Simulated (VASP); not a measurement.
# AlNi3 (Pm-3m) in VASP: settings compared, part 2 of 2

VASP 6.6.1. Earlier steps stand in the parts before.

## 4. Relaxation of cell and atoms, BLYP, collinear spin, ferromagnetic start

File INCAR:

```
SYSTEM = AlNi3
PREC = Accurate ; ENCUT = 600
EDIFF = 1E-6 ; ISMEAR = -1
SIGMA = 0.05 ; LREAL = .FALSE.
LASPH = .TRUE. ; NELM = 150
ALGO = Normal ; ISIF = 3
LWAVE = .FALSE. ; LCHARG = .FALSE.
ISPIN = 2 ; MAGMOM = 1 1 1 0
LORBIT = 11 ; LMAXMIX = 4
GGA = B5 ; ALDAX = 1.0
AGGAX = 1.0 ; AGGAC = 1.0
ALDAC = 0.0 ; IBRION = 2
NSW = 60 ; EDIFFG = -0.01
```

File KPOINTS:

```
regular mesh
0
G
  8 8 8
  0 0 0
```

File POSCAR:

```
AlNi3
1.0
    3.5230547267      0.0000000000      0.0000000000
    0.0000000000      3.5230547267      0.0000000000
    0.0000000000      0.0000000000      3.5230547267
Ni Al
3 1
Direct
    0.5000000000      0.5000000000      0.0000000000
    0.5000000000      0.0000000000      0.5000000000
    0.0000000000      0.5000000000      0.5000000000
    0.0000000000      0.0000000000      0.0000000000
```

Command:

```console
$ cat potpaw_PBE.64/Ni/POTCAR potpaw_PBE.64/Al/POTCAR > POTCAR
$ mpirun -np 1 vasp_std > vasp.out
```

Wall time 1.9 min (1 thread of Intel Xeon 6975P-C (Granite Rapids), shared host); peak memory 0.21 GiB.

Results (log left out):

```
Free energy                                           : -18.2662 eV
Relaxed volume                                        : 11.83 Å³/atom
Relaxed cell                                          : a = 3.617 Å, b = 3.617 Å, c = 3.617 Å, α = 90.00°, β = 90.00°, γ = 90.00°
Space group after relaxing (to 0.1 Å)                 : Pm-3m (No. 221)
Energy gained by relaxing                             : 38.1 meV/atom
Ionic steps                                           : 3
Pressure after relaxing                               : 0.0 GPa
Net moment                                            : -0.67 μB per cell
Site moments                                          : Ni -0.24; Al +0.01 μB
Valence electrons inside the program's atomic spheres : Ni 9.36; Al 0.77
```

Step by step:
| step | energy change (eV) | largest force (eV/Å) | pressure (GPa) | volume (Å³) |
| --- | --- | --- | --- | --- |
| 1 | 0.0000 | 0.0000 | 14.87 | 43.73 |
| 2 | -0.0596 | 0.0000 | -8.78 | 50.47 |
| 3 | -0.1524 | 0.0000 | 0.04 | 47.30 |

Final structure:
```cif
data_structure
_symmetry_space_group_name_H-M 'P 1'
_symmetry_Int_Tables_number 1
_cell_length_a 3.6166
_cell_length_b 3.6166
_cell_length_c 3.6166
_cell_angle_alpha 90.000
_cell_angle_beta 90.000
_cell_angle_gamma 90.000
_cell_volume 47.30
loop_
_atom_site_label
_atom_site_type_symbol
_atom_site_fract_x
_atom_site_fract_y
_atom_site_fract_z
_atom_site_occupancy
Ni1 Ni 0.50000 0.50000 0.00000 1
Ni2 Ni 0.50000 0.00000 0.50000 1
Ni3 Ni 0.00000 0.50000 0.50000 1
Al1 Al 0.00000 0.00000 0.00000 1
```

Levels at points of the mesh, in eV from the Fermi level:
Spin up:
| k point | band 12 | band 13 | band 14 | band 15 | band 16 | band 17 | band 18 | band 19 | band 20 | band 21 |
| --- | --- | --- | --- | --- | --- | --- | --- | --- | --- | --- |
| (0.00, 0.00, 0.00) | -0.41 | -0.02 | 0.31 | 0.31 | 0.31 | 0.92 | 0.92 | 0.92 | 6.47 | 6.47 |
| (0.50, 0.00, 0.00) | -0.98 | -0.88 | -0.88 | -0.79 | -0.34 | 0.31 | 5.35 | 5.35 | 5.58 | 5.58 |
| (0.50, 0.50, 0.00) | -1.09 | -1.09 | -1.04 | -0.77 | -0.55 | -0.40 | 1.05 | 1.05 | 7.83 | 8.07 |
| (0.50, 0.50, 0.50) | -1.11 | -1.11 | -0.86 | -0.86 | 0.09 | 0.09 | 0.09 | 0.13 | 3.11 | 3.99 |
Spin down:
| k point | band 13 | band 14 | band 15 | band 16 | band 17 | band 18 | band 19 | band 20 | band 21 | band 22 |
| --- | --- | --- | --- | --- | --- | --- | --- | --- | --- | --- |
| (0.00, 0.00, 0.00) | -0.27 | -0.09 | -0.09 | -0.09 | 0.95 | 0.95 | 0.95 | 6.39 | 6.39 | 6.79 |
| (0.50, 0.00, 0.00) | -1.16 | -1.11 | -1.00 | -0.51 | -0.09 | 5.29 | 5.29 | 5.53 | 5.53 | 6.48 |
| (0.50, 0.50, 0.00) | -1.25 | -1.14 | -0.93 | -0.93 | -0.53 | 0.78 | 0.78 | 7.80 | 8.02 | 8.02 |
| (0.50, 0.50, 0.50) | -1.24 | -1.03 | -1.03 | -0.25 | -0.25 | -0.25 | 0.14 | 3.02 | 3.80 | 3.80 |

Caveat: the PAW data sets were made with another functional, which shifts forces and pressure a little.

## 5. Single point, PBE, collinear spin, ferromagnetic start

File INCAR:

```
SYSTEM = AlNi3
PREC = Accurate ; ENCUT = 690
EDIFF = 1E-6 ; ISMEAR = -1
SIGMA = 0.05 ; LREAL = .False.
LASPH = .True. ; NELM = 200
ALGO = Normal ; ISIF = 2
LWAVE = .False. ; LCHARG = .True.
ISPIN = 2 ; MAGMOM = 0.733333 0.733333 0.733333 0
LORBIT = 11 ; NUPDOWN = 2.2
LMAXMIX = 4 ; GGA = PE
LELF = .True. ; LVHAR = .True.
NBANDS = 40 ; GGA_COMPAT = .False.
```

File KPOINTS:

```
Automatic mesh
0
Gamma
  6 6 6
  0 0 0
```

POSCAR is that of step 4.

Potentials or basis: VASP PAW PBE potentials, release 64 (Ni_sv_GW, Al).

Command:

```console
$ cat potpaw_PBE.64/Ni_sv_GW/POTCAR potpaw_PBE.64/Al/POTCAR > POTCAR
$ mpirun -np 1 vasp_std > vasp.out
```

Run time: 72 s. Hardware: 1 thread of Intel Xeon 6975P-C (Granite Rapids), shared host; peak memory 0.24 GiB.

Results (log left out):

| Item | Value |
| --- | --- |
| Free energy | -24.2099 eV |
| Pressure | 9.9 GPa |
| Net moment | 2.20 μB per cell |
| Site moments | Ni +0.70; Al +0.03 μB |
| Valence electrons inside the program's atomic spheres | Ni 16.41; Al 0.83 |

Caveat: the cell stands under pressure; the total moment is fixed, so each spin has its own Fermi level and the state may be an excited one.

## 6. Single point, r2SCAN, collinear spin, ferromagnetic start

This run uses another cell than the first one, of 10.49 Å³/atom.

File POSCAR:

```
AlNi3
1.0
    3.4754400422      0.0000000000      0.0000000000
    0.0000000000      3.4754400422      0.0000000000
    0.0000000000      0.0000000000      3.4754400422
Ni Al
3 1
Direct
    0.5000000000      0.5000000000      0.0000000000
    0.5000000000      0.0000000000      0.5000000000
    0.0000000000      0.5000000000      0.5000000000
    0.0000000000      0.0000000000      0.0000000000
```

File INCAR.step1:

```
  PREC = Accurate
  ENCUT = 520
  ISMEAR = -1
  SIGMA = 0.05
  LREAL = F
  LASPH = T
  NELM = 150
  ISPIN = 2
  MAGMOM = 1 1 1 0
  LMAXMIX = 4
  NBANDS = 28
  GGA = PE
  ALGO = Normal
  EDIFF = 1E-4
  LWAVE = T
  LCHARG = F
```

File INCAR.step2:

```
  PREC = Accurate
  ENCUT = 520
  EDIFF = 1E-7
  ISMEAR = -1
  SIGMA = 0.05
  LREAL = F
  LASPH = T
  NELM = 150
  ALGO = Normal
  ISIF = 2
  LWAVE = F
  LCHARG = F
  ISPIN = 2
  MAGMOM = 1 1 1 0
  LORBIT = 11
  LMAXMIX = 4
  METAGGA = R2SCAN
  LMIXTAU = T
  NBANDS = 28
  ISTART = 1
```

File KPOINTS:

```
Automatic mesh
0
Gamma
  8 8 8
```

Potentials or basis: VASP PAW PBE potentials, release 64 (Ni, Al).

Command:

```console
$ cat potpaw_PBE.64/Ni/POTCAR potpaw_PBE.64/Al/POTCAR > POTCAR
$ cp INCAR.step1 INCAR
$ mpirun -np 1 vasp_std > vasp.out
$ cp INCAR.step2 INCAR
$ mpirun -np 1 vasp_std > vasp.out
```

It took 2.7 min on 1 thread of Intel Xeon 6975P-C (Granite Rapids), shared host; peak memory 0.21 GiB.

It converged, with:

| Property | Result |
| --- | --- |
| Free energy | -44.2540 eV |
| Pressure | 9.7 GPa |
| Net moment | 0.83 μB per cell |
| Site moments | Ni +0.31; Al -0.02 μB |
| Valence electrons inside the program's atomic spheres | Ni 9.57; Al 0.85 |

Levels at points of the mesh, in eV from the Fermi level:
Spin up:
```csv
k point,band 13,band 14,band 15,band 16,band 17,band 18,band 19,band 20,band 21,band 22
"(0.00, 0.00, 0.00)",-0.50,-0.36,-0.36,-0.36,0.90,0.90,0.90,7.07,7.07,8.38
"(0.50, 0.00, 0.00)",-1.60,-1.52,-1.37,-0.80,-0.35,5.98,5.98,6.05,6.05,6.77
"(0.50, 0.50, 0.00)",-1.68,-1.51,-1.36,-1.29,-0.83,0.75,0.75,8.78,8.78,9.05
"(0.50, 0.50, 0.50)",-1.68,-1.41,-1.41,-0.52,-0.52,-0.52,-0.37,4.06,4.41,4.41
```
Spin down:
| k point | band 13 | band 14 | band 15 | band 16 | band 17 | band 18 | band 19 | band 20 |
| --- | --- | --- | --- | --- | --- | --- | --- | --- |
| (0.00, 0.00, 0.00) | -0.03 | 0.51 | 0.51 | 0.51 | 0.73 | 0.73 | 0.73 | 7.22 |
| (0.50, 0.00, 0.00) | -1.03 | -1.03 | -1.03 | -0.54 | 0.51 | 6.00 | 6.00 | 6.12 |
| (0.50, 0.50, 0.00) | -1.43 | -1.36 | -1.00 | -0.63 | -0.55 | 1.28 | 1.28 | 8.81 |
| (0.50, 0.50, 0.50) | -1.54 | -1.13 | -1.13 | -0.51 | 0.19 | 0.19 | 0.19 | 4.19 |

Caveat: the cell stands under pressure; the PAW data sets were made with another functional, which shifts forces and pressure a little.

## 7. The runs side by side

| task | level | potentials or basis | fixed moment (μB) | cell | k mesh | cutoff (eV) | gap on the mesh (eV) | pressure (GPa) | moment (μB) |
| --- | --- | --- | --- | --- | --- | --- | --- | --- | --- |
| single point | PBE | VASP PAW PBE potentials, release 64 (Ni_sv_GW, Al) | 4.5 | a = 3.523 Å, 4 atoms | 6 × 6 × 6 | 690 | - | 21.7 | 4.50 |
| single point | r2SCAN | VASP PAW PBE potentials, release 64 (Ni, Al) | - | a = 3.523 Å, 4 atoms | 8 × 8 × 8 | 520 | none | 0.6 | 0.84 |
| relaxation of cell and atoms | BLYP | VASP PAW PBE potentials, release 64 (Ni, Al) | - | relaxed from a = 3.523 Å, 4 atoms | 8 × 8 × 8 | 600 | none | 0.0 | 0.67 |
| single point | PBE | VASP PAW PBE potentials, release 64 (Ni_sv_GW, Al) | 2.2 | a = 3.523 Å, 4 atoms | 6 × 6 × 6 | 690 | - | 9.9 | 2.20 |
| single point | r2SCAN | VASP PAW PBE potentials, release 64 (Ni, Al) | - | a = 3.475 Å, 4 atoms | 8 × 8 × 8 | 520 | none | 9.7 | 0.83 |

Alike in all rows: spin collinear, ferromagnetic start; smearing fermi-dirac 0.05 eV.

Caveats: the cell stands under pressure (at least some runs); the PAW data sets were made with another functional, which shifts forces and pressure a little (at least some runs); the total moment is fixed, so each spin has its own Fermi level and the state may be an excited one (at least some runs).

Absolute energies hang on the potentials; compare differences alone.
